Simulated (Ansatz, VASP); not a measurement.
**One calculation of Ta, two programs**

```
Ta
1.0
    -1.62661    1.62661    1.62661
     1.62661   -1.62661    1.62661
     1.62661    1.62661   -1.62661
Ta
1
Cartesian
  0.0000 0.0000 0.0000
```

Alike in both runs: functional LDA; k mesh 18 × 18 × 18; occupations fermi-dirac, width 0.08 eV; no spin polarisation.

Ansatz relaxed the structure, and its values are those at the end. VASP's run is a single point on that final structure, the one shown.

|  | VASP | Ansatz |
| --- | --- | --- |
| version | VASP 6.6.1 | Ansatz 0.2.0 |
| potentials or method | VASP PAW LDA potentials, release 64 (Ta_pv) | PAW with Ansatz's default frozen-core files, scalar-relativistic |
| plane-wave cutoff (eV) | 520 | 420 |
| valence electrons in the cell | 11 | 13 |

Ansatz gave:

| Property | Result |
| --- | --- |
| pressure (GPa) | 0.0 |

Q: What did VASP give for the same quantities?

A: Pressure (GPa): 0.9.

LDA's correlation is that of Perdew and Zunger in VASP and of Perdew and Wang (1992) in Ansatz. VASP's potentials hold 11 valence electrons a cell and Ansatz's 13, so a difference there can come from the potentials and not from the codes.

Spin-orbit coupling is off throughout.
